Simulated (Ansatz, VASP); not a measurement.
# MgO: VASP beside Ansatz

INCAR

```
SYSTEM = MgO
PREC = Accurate
ENCUT = 520
EDIFF = 1E-6
ISMEAR = 0
SIGMA = 0.05
LREAL = .False.
LASPH = .True.
NELM = 100
ALGO = Normal
ISIF = 2
LWAVE = .False.
LCHARG = .False.
GGA = PE
NBANDS = 16
```

Contents of KPOINTS:

```
Automatic mesh
0
Gamma
  6 6 6
  0 0 0
```

Contents of POSCAR:

```
MgO
1.0
    3.5909691986      0.0000000000      0.0000000000
   -1.7954845993      3.1098705502      0.0000000000
    0.0000000000      0.0000000000      4.3033824566
Mg O
2 2
Direct
    0.6666666667      0.3333333333      0.7500000000
    0.3333333333      0.6666666667      0.2500000000
    0.6666666667      0.3333333333      0.2500000000
    0.3333333333      0.6666666667      0.7500000000
```

Input for Ansatz:

```yaml
crystal:
  lattice:
    - [3.5909691986, 0.0, 0.0]
    - [-1.7954845993, 3.1098705502, 0.0]
    - [0.0, 0.0, 4.3033824566]
  atoms:
    - { symbol: Mg, position: [0.6666666667, 0.3333333333, 0.75] }
    - { symbol: Mg, position: [0.3333333333, 0.6666666667, 0.25] }
    - { symbol: O, position: [0.6666666667, 0.3333333333, 0.25] }
    - { symbol: O, position: [0.3333333333, 0.6666666667, 0.75] }
basis:
  ecutwfc: 420
kpoints:
  mp_grid: { grid: [6, 6, 6] }
hamiltonian:
  xc: pbe
scf:
  occupations: { method: gaussian, width: 0.05 }
output:
  forces: true
  stress: true
  eigenvalues: true
```

Change from the starting cell: strain +0.030 along x and y, +0.030 along z, atoms carried along.

Alike in both runs: task single point; functional PBE; k mesh 6 × 6 × 6; occupations gaussian, width 0.05 eV; no spin polarisation.

|  | VASP | Ansatz |
| --- | --- | --- |
| version | VASP 6.6.1 | Ansatz 0.2.0 |
| potentials or method | VASP PAW PBE potentials, release 64 (Mg, O), cutoff 520 eV | scalar-relativistic, plane waves, PAW |
| valence electrons in the cell | 16 | 32 |

Ansatz gave:

| Item | Value |
| --- | --- |
| gap on the k mesh at the Fermi level (eV) | 3.01 |
| least direct gap on the mesh (eV) | 3.01 |
| pressure (GPa) | -6.1 |
| traceless stress, the component that is largest in VASP (GPa) | 0.12 |

**Question.** Which values does VASP return?

**Answer.** gap on the k mesh at the Fermi level (eV): 3.00; least direct gap on the mesh (eV): 3.00; pressure (GPa): -6.6; traceless stress, the component that is largest in VASP (GPa): 0.04.

VASP's potentials hold 16 valence electrons a cell and Ansatz's 32, so a difference there can come from the potentials and not from the codes.
